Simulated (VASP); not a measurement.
Here is a VASP 6.6.1 calculation.

Contents of POSCAR:

```
Ga
1.0
    2.2615000000     -3.8305000000      0.0000000000
    2.2615000000      3.8305000000      0.0000000000
    0.0000000000      0.0000000000      4.5240000000
Ga
4
Direct
    0.3451000000      0.6549000000      0.4190000000
    0.1549000000      0.8451000000      0.9190000000
    0.6549000000      0.3451000000      0.5810000000
    0.8451000000      0.1549000000      0.0810000000
```

The input INCAR.step1:

```
  ALGO = Normal
  EDIFF = 1E-4
  ENCUT = 520
  GGA = PE
  ISMEAR = -1
  LASPH = T
  LCHARG = F
  LREAL = F
  LWAVE = T
  NBANDS = 34
  NELM = 60
  PREC = Accurate
  SIGMA = 0.05
```

The input INCAR.step2:

```
  ALGO = Normal
  EDIFF = 1E-6
  ENCUT = 520
  ISIF = 2
  ISMEAR = -1
  ISTART = 1
  LASPH = T
  LCHARG = T
  LELF = T
  LMIXTAU = T
  LREAL = F
  LVHAR = T
  LWAVE = F
  METAGGA = R2SCAN
  NBANDS = 34
  NELM = 60
  PREC = Accurate
  SIGMA = 0.05
```

Contents of KPOINTS:

```
k-points
0
Gamma
  7 7 6
```

Potentials or basis: VASP PAW PBE potentials, release 64 (Ga_d).

Launch:

```console
$ cat potpaw_PBE.64/Ga_d/POTCAR > POTCAR
$ cp INCAR.step1 INCAR
$ mpirun -np 1 vasp_std > vasp.out
$ cp INCAR.step2 INCAR
$ mpirun -np 1 vasp_std > vasp.out
```

What does it give for the band gap on the k mesh?

Zero (band 26 reaches 5.30 eV, above the bottom of band 27 at 4.07 eV).

Estimate the largest force.

0.136 eV/Å.

Stress tensor (GPa, compression positive):
```
-2.29  0.00  0.00
 0.00 -0.74  0.00
 0.00  0.00 -0.38
```

Caveat: the PAW data sets were made with another functional, which shifts forces and pressure a little.
